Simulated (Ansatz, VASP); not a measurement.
# AlCo in VASP and in Ansatz

```xyz
2
Lattice="3.0450 0.0000 0.0000 0.0000 3.0450 0.0000 0.0000 0.0000 2.9322" Properties=species:S:1:pos:R:3 pbc="T T T"
Al    0.0000    0.0000    0.0000
Co    1.5225    1.5225    1.4661
```

Change from the starting cell: strain +0.080 along x and y, +0.040 along z, atoms carried along.

Alike in both runs: task single point; functional PBE; k mesh 16 × 16 × 16; occupations gaussian, width 0.15 eV; collinear spin.

```csv
,VASP,Ansatz
version,VASP 6.6.1,Ansatz 0.2.0
potentials or method,"VASP PAW PBE potentials, release 64 (Al, Co), cutoff 520 eV","scalar-relativistic, plane waves, PAW"
valence electrons in the cell,12,20
```

|  | VASP | Ansatz | Ansatz less VASP |
| --- | --- | --- | --- |
| gap on the k mesh at the Fermi level (eV) | none | none | - |
| pressure (GPa) | -20.0 | -19.9 | +0.08 |
| traceless stress, the component that is largest in VASP (GPa) | 2.74 | 2.42 | -0.320 |
| net moment per atom (μB) | 0.00 | 0.07 | +0.074 |
| size of the moment on the site where the two differ most (μB) | 0.00 | 0.19 | +0.187 |

Site moments also hang on the region over which each program counts them. A gap of «none» marks a metal or a gap that the smearing closes. VASP's potentials hold 12 valence electrons a cell and Ansatz's 20, so a difference there can come from the potentials and not from the codes.
